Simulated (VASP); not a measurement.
# Zn2S (P3m1) in VASP: a series of runs

The runs below take Zn2S through single point, with PBE.

All numbers are computed with VASP 6.6.1; they aren't measurements. Logs are shortened: lines on timing, memory, paths and dates and some standing lists are left out, and cuts for length are marked.

## 1. The cell of the first run

It takes space group P3m1 (No. 156, trigonal). Conventional cell: a = 3.855 Å, b = 3.855 Å, c = 5.651 Å, α = 90.00°, β = 90.00°, γ = 120.00°. Zn (site symmetry 3m) has 3 S at 2.53 Å and 3 Zn at 2.99 Å within 3.3 Å. Zn (site symmetry 3m) has 1 S at 2.45 Å and 3 Zn at 2.99 Å within 3.2 Å. Within 3.2 Å of S (site symmetry 3m) lie 4 Zn at 2.45 to 2.53 Å.

## 2. Single point, PBE (Cd replaced by Zn, lengths x 0.933, strained)

INCAR

```
PREC = Accurate ; ENCUT = 520
EDIFF = 1E-6 ; ISMEAR = 0
SIGMA = 0.1 ; LREAL = False
LASPH = True ; NELM = 100
ALGO = Normal ; ISIF = 2
LWAVE = False ; LCHARG = False
GGA = PE ; NBANDS = 22
```

KPOINTS

```
regular mesh
0
Gamma
  6 6 4
```

POSCAR

```
Zn2S
1.0
    3.8546106382      0.0000000000      0.0000000000
   -1.9273053191      3.3381907344      0.0000000000
    0.0000000000      0.0000000000      5.6507791478
Zn S
2 1
Direct
    0.6666666700      0.3333333300      0.5787350000
    0.3333333300      0.6666666700      0.9327170000
    0.3333333300      0.6666666700      0.3657050000
```

Potentials or basis: VASP PAW PBE potentials, release 64 (Zn, S).

Run with:

```sh
> cat potpaw_PBE.64/Zn/POTCAR potpaw_PBE.64/S/POTCAR > POTCAR
> mpirun -np 1 vasp_std > vasp.out
```

OUTCAR:

```text
PREC = Accurate
   ENCUT = 520
   EDIFF = 1E-6
   ISMEAR = 0
   LREAL = False
   LASPH = True
   NELM = 100
   ISIF = 2
   GGA = PE

 ion  position               nearest neighbor table
   1  0.667  0.333  0.579-   3 2.53   3 2.53   3 2.53   2 2.99   2 2.99   2 2.99
   2  0.333  0.667  0.933-   3 2.45   1 2.99   1 2.99   1 2.99
   3  0.333  0.667  0.366-   2 2.45   1 2.53   1 2.53   1 2.53

  LATTYP: Found a hexagonal cell.
 ALAT       =     3.8546106382
 C/A-ratio  =     1.4659792332

  Lattice vectors:

 A1 = (   3.8546106382,   0.0000000000,   0.0000000000)
 A2 = (  -1.9273053191,   3.3381907344,   0.0000000000)
 A3 = (   0.0000000000,   0.0000000000,   5.6507791478)

Analysis of symmetry for initial positions (statically):
=====================================================================
 Subroutine PRICEL returns:
 Original cell was already a primitive cell.

 Routine SETGRP: Setting up the symmetry group for a
 hexagonal supercell.

 Subroutine GETGRP returns: Found  6 space group operations
 (whereof  6 operations were pure point group operations)
 out of a pool of 24 trial point group operations.

The static configuration has the point symmetry C_3v.

Analysis of symmetry for dynamics (positions and initial velocities):
=====================================================================
 Subroutine PRICEL returns:
 Original cell was already a primitive cell.

 Routine SETGRP: Setting up the symmetry group for a
 hexagonal supercell.

 Subroutine GETGRP returns: Found  6 space group operations
 (whereof  6 operations were pure point group operations)
 out of a pool of 24 trial point group operations.

The dynamic configuration has the point symmetry C_3v.

 Subroutine INISYM returns: Found  6 space group operations
 (whereof  6 operations are pure point group operations),
 and found     1 'primitive' translations

----------------------------------------------------------------------------------------

                                     Primitive cell

  volume of cell :      72.7110

  direct lattice vectors                    reciprocal lattice vectors
     3.854610638  0.000000000  0.000000000     0.259429575  0.149781735  0.000000000
    -1.927305319  3.338190734  0.000000000     0.000000000  0.299563470  0.000000000
     0.000000000  0.000000000  5.650779148     0.000000000  0.000000000  0.176966746

  length of vectors
     3.854610638  3.854610638  5.650779148     0.299563470  0.299563470  0.176966746

  position of ions in fractional coordinates (direct lattice)
     0.666666670  0.333333330  0.578735000
     0.333333330  0.666666670  0.932717000
     0.333333330  0.666666670  0.365705000

  ion indices of the primitive-cell ions
   primitive index   ion index
                 1           1
                 2           2
                 3           3

----------------------------------------------------------------------------------------

 KPOINTS: regular mesh

Automatic generation of k-mesh.
 Grid dimensions read from file:
 generate k-points for:    6    6    4

 Generating k-lattice:

  Cartesian coordinates                     Fractional coordinates (reciprocal lattice)
     0.043238263  0.024963623  0.000000000     0.166666667 -0.000000000  0.000000000
     0.000000000  0.049927245  0.000000000     0.000000000  0.166666667  0.000000000
     0.000000000  0.000000000  0.044241687     0.000000000  0.000000000  0.250000000

  Length of vectors
     0.049927245  0.049927245  0.044241687

  Shift w.r.t. Gamma in fractional coordinates (k-lattice)
     0.000000000  0.000000000  0.000000000

 Subroutine IBZKPT returns following result:
 ===========================================

 Found     24 irreducible k-points:

 Following reciprocal coordinates:
            Coordinates               Weight
  0.000000  0.000000  0.000000      1.000000
  0.166667  0.000000  0.000000      6.000000
  0.333333  0.000000  0.000000      6.000000
  0.500000  0.000000  0.000000      3.000000
  0.166667  0.166667  0.000000      6.000000
  0.333333  0.166667  0.000000     12.000000
[... 16 lines left out ...]
  0.333333  0.166667  0.500000     12.000000
  0.333333  0.333333  0.500000      2.000000
   k-points           NKPTS =     24   k-points in BZ     NKDIM =     24   number of bands    NBANDS=     22
   number of dos      NEDOS =    301   number of ions     NIONS =      3
   total plane-waves  NPLWV =  37800
   dimension x,y,z NGX =    30 NGY =   30 NGZ =   42
   dimension x,y,z NGXF=    60 NGYF=   60 NGZF=   84
   ions per type =               2   1
   NGX,Y,Z   is equivalent  to a cutoff of  12.94, 12.94, 12.36 a.u.
   NGXF,Y,Z  is equivalent  to a cutoff of  25.88, 25.88, 24.71 a.u.
 SYSTEM =  unknown system
   PREC   = accura    normal or accurate (medium, high low for compatibility)
   ISTART =      0    job   : 0-new  1-cont  2-samecut
   ICHARG =      2    charge: 1-file 2-atom 10-const
   ISPIN  =      1    spin polarized calculation?
   LNONCOLLINEAR =      F non collinear calculations
   LSORBIT =      F    spin-orbit coupling
   LASPH  =      T    aspherical Exc in radial PAW
   ENCUT  =  520.0 eV  38.22 Ry    6.18 a.u.   7.17  7.17 10.51*2*pi/ulx,y,z
   NELM   =    100;   NELMIN=  2; NELMDL= -5     # of ELM steps
   EDIFF  = 0.1E-05   stopping-criterion for ELM
   LREAL  =      F    real-space projection
   EDIFFG = 0.1E-04   stopping-criterion for IOM
   NSW    =      0    number of steps for IOM
   IBRION =     -1    ionic relax: 0-MD 1-quasi-New 2-CG
   NFREE  =      0    steps in history (QN), initial steepest desc. (CG)
   ISIF   =      2    stress and relaxation
   ISYM   =      2    0-nonsym 1-usesym 2-fastsym
   POTIM  = 0.5000    time-step for ionic-motion
   TEBEG  =    0.0;   TEEND  =   0.0 temperature during run
   PSTRESS=    0.0 pullay stress
   NELECT =      30.0000    total number of electrons
   NUPDOWN=      -1.0000    fix difference up-down
   EMIN   =  10.00;   EMAX   =-10.00  energy-range for DOS
   EFERMI =   0.00;   METHOD = LEGACY
   ISMEAR =     0;   SIGMA  =   0.10  broadening in eV -4-tet -1-fermi 0-gaus
   EFERMI_NEDOS =   21; number of points for ismear=-14 and -15
   IALGO  =     38    algorithm
   IMIX   =      4    mixing-type and parameters
     AMIX     =   0.40;   BMIX     =  1.00
     AMIX_MAG =   1.60;   BMIX_MAG =  1.00
  volume/ion in A,a.u.               =      24.24       163.56
  Fermi-wavevector in a.u.,A,eV,Ry     =   1.218752  2.303107 20.209493  1.485356
  Thomas-Fermi vector in A             =   2.354027
   LORBIT       =      0    0 simple, 1 ext, 2 COOP (PROOUT), +10 PAW based schemes
   GGA     = PE    functional components
   LHFCALC =     F    Hartree Fock is set to
   AEXX    =    0.0000 exact exchange contribution
   IVDW    =     0    specifies the selected vdW correction
   LEPSILON=     F    determine dielectric tensor
   LRPA    =     F    only Hartree local field effects (RPA)
 non-spin polarized calculation
 Gauss-broadening in eV      SIGMA  =   0.10
  energy-cutoff  :      520.00
  volume of cell :       72.71
 maximum number of plane-waves:      1977
 NGX is ok and might be reduce to    30
   NGX = 15   NGY = 15   NGZ = 21

 number of electron      29.9999996 magnetization

 Free energy of the ion-electron system (eV)
  ---------------------------------------------------
  ext. energy  EPLUGINS =         0.00000000
  ---------------------------------------------------
  free energy    TOTEN  =        -6.59255218 eV

  energy without entropy =       -6.58882283  energy(sigma->0) =       -6.59068750

 E-fermi :   0.9483     XC(G=0):  -8.9312

 val. band max:        0.9473799240   @ k =   0.3333   0.3333   0.2500
 cond. band min:       0.9791181514   @ k =   0.5000   0.0000   0.2500
 fundamental gap:      0.0317382274
 Fermi energy:         0.9482519003

 k-point     1 :       0.0000    0.0000    0.0000
  band No.  band energies     occupation
      1     -11.7317      2.00000
      2      -5.7798      2.00000
      3      -5.7798      2.00000
      4      -5.7444      2.00000
      5      -5.7262      2.00000
      6      -5.7262      2.00000
[... 14 lines left out ...]
     21       8.7924      0.00000
     22      10.9540      0.00000

 k-point     2 :       0.1667    0.0000    0.0000
  band No.  band energies     occupation
      1     -11.5996      2.00000
      2      -5.7899      2.00000
      3      -5.7732      2.00000
      4      -5.7383      2.00000
      5      -5.7078      2.00000
      6      -5.7045      2.00000
[... 14 lines left out ...]
     21       8.7951      0.00000
     22      10.0857      0.00000

 k-point     3 :       0.3333    0.0000    0.0000
  band No.  band energies     occupation
      1     -11.3110      2.00000
      2      -5.8010      2.00000
      3      -5.7760      2.00000
      4      -5.7567      2.00000
      5      -5.6802      2.00000
      6      -5.6597      2.00000
[... 14 lines left out ...]
     21       8.6386      0.00000
     22       9.5656      0.00000

 k-point     4 :       0.5000    0.0000    0.0000
  band No.  band energies     occupation
      1     -11.1519      2.00000
      2      -5.7942      2.00000
      3      -5.7829      2.00000
      4      -5.7774      2.00000
      5      -5.6741      2.00000
      6      -5.6348      2.00000
[... 14 lines left out ...]
     21       8.5185      0.00000
     22       9.4692      0.00000

 k-point     5 :       0.1667    0.1667    0.0000
  band No.  band energies     occupation
      1     -11.3872      2.00000
      2      -5.7936      2.00000
      3      -5.7811      2.00000
      4      -5.7317      2.00000
      5      -5.6983      2.00000
      6      -5.6824      2.00000
[... 417 lines left out ...]
 k-point    22 :       0.1667    0.1667    0.5000
  band No.  band energies     occupation
      1     -11.3218      2.00000
      2      -6.0102      2.00000
      3      -5.7945      2.00000
      4      -5.7669      2.00000
      5      -5.7531      2.00000
      6      -5.7004      2.00000
[... 14 lines left out ...]
     21       9.3738      0.00000
     22      10.3825      0.00000

 k-point    23 :       0.3333    0.1667    0.5000
  band No.  band energies     occupation
      1     -11.0971      2.00000
      2      -5.9824      2.00000
      3      -5.7965      2.00000
      4      -5.7596      2.00000
      5      -5.7373      2.00000
      6      -5.6606      2.00000
[... 14 lines left out ...]
     21       9.4912      0.00000
     22       9.9391      0.00000

 k-point    24 :       0.3333    0.3333    0.5000
  band No.  band energies     occupation
      1     -11.0202      2.00000
      2      -5.9651      2.00000
      3      -5.7803      2.00000
      4      -5.7683      2.00000
      5      -5.6996      2.00000
      6      -5.6944      2.00000
[... 14 lines left out ...]
     21       9.4280      0.00000
     22      10.4247      0.00000

------------------------ aborting loop because EDIFF is reached ----------------------------------------

  FORCE on cell =-STRESS in cart. coord.  units (eV):
  Direction    XX          YY          ZZ          XY          YZ          ZX
  --------------------------------------------------------------------------------------
  -------------------------------------------------------------------------------------
  Total       -2.6244641     -2.6244641     -4.2302220      0.0000000      0.0000000      0.0000000
  in kB      -57.8297386    -57.8297387    -93.2124128      0.0000000      0.0000000      0.0000000
  external PRESSURE =     -69.6239634 kB  Pullay stress =       0.0000000 kB

 VOLUME and BASIS-vectors are now :
 -----------------------------------------------------------------------------
  energy-cutoff  :      520.00
  volume of cell :       72.71
      direct lattice vectors                 reciprocal lattice vectors
     3.854610638  0.000000000  0.000000000     0.259429575  0.149781735  0.000000000
    -1.927305319  3.338190734  0.000000000     0.000000000  0.299563470  0.000000000
     0.000000000  0.000000000  5.650779148     0.000000000  0.000000000  0.176966746

 POSITION                                       TOTAL-FORCE (eV/Angst)
 -----------------------------------------------------------------------------------
      1.92731      1.11273      3.27030        -0.000000      0.000000     -0.607736
     -0.00000      2.22546      5.27058         0.000000     -0.000000      0.246910
     -0.00000      2.22546      2.06652        -0.000000      0.000000      0.360826
 -----------------------------------------------------------------------------------
    total drift:                                0.000012     -0.000007      0.000002

  FREE ENERGIE OF THE ION-ELECTRON SYSTEM (eV)
  ---------------------------------------------------
  free  energy   TOTEN  =        -6.5925521764 eV

  energy  without entropy=       -6.5888228301  energy(sigma->0) =       -6.59068750
```

It took 20 s on 1 thread of Intel Xeon 6975P-C (Granite Rapids), shared host; peak memory 0.19 GiB.

Results:

```yaml
Free_energy: -6.5926 eV
Pressure: -7.0 GPa
Largest_force: 0.608 eV/Å
Band_gap_on_the_k_mesh: 0.03 eV, indirect (least direct gap 0.29 eV)
```

Forces on the atoms (eV/Å):
```
Zn   0.000  0.000 -0.608
Zn   0.000  0.000  0.247
S    0.000  0.000  0.361
```

Stress tensor (GPa, compression positive):
```
-5.78  0.00  0.00
 0.00 -5.78  0.00
 0.00  0.00 -9.32
```

Levels at points of the mesh, in eV from the valence-band top:
| k point | band 12 | band 13 | band 14 | band 15 | band 16 | band 17 | band 18 | band 19 |
| --- | --- | --- | --- | --- | --- | --- | --- | --- |
| (0.00, 0.00, 0.00) | -4.54 | -3.91 | -0.79 | -0.79 | 3.07 | 5.31 | 6.47 | 6.47 |
| (0.50, 0.00, 0.00) | -4.67 | -3.14 | -1.66 | -1.61 | 0.46 | 2.67 | 4.48 | 5.59 |
| (0.00, 0.00, 0.50) | -5.99 | -0.72 | -0.72 | -0.31 | 1.00 | 4.53 | 6.04 | 6.04 |
| (0.50, 0.00, 0.50) | -4.35 | -4.01 | -1.51 | -1.04 | 1.32 | 3.14 | 4.31 | 5.32 |

Caveat: the cell differs from its parent crystal (Cd replaced by Zn, lengths x 0.933, strained). A k mesh can miss the band edges.

[end of part 1 of 2]
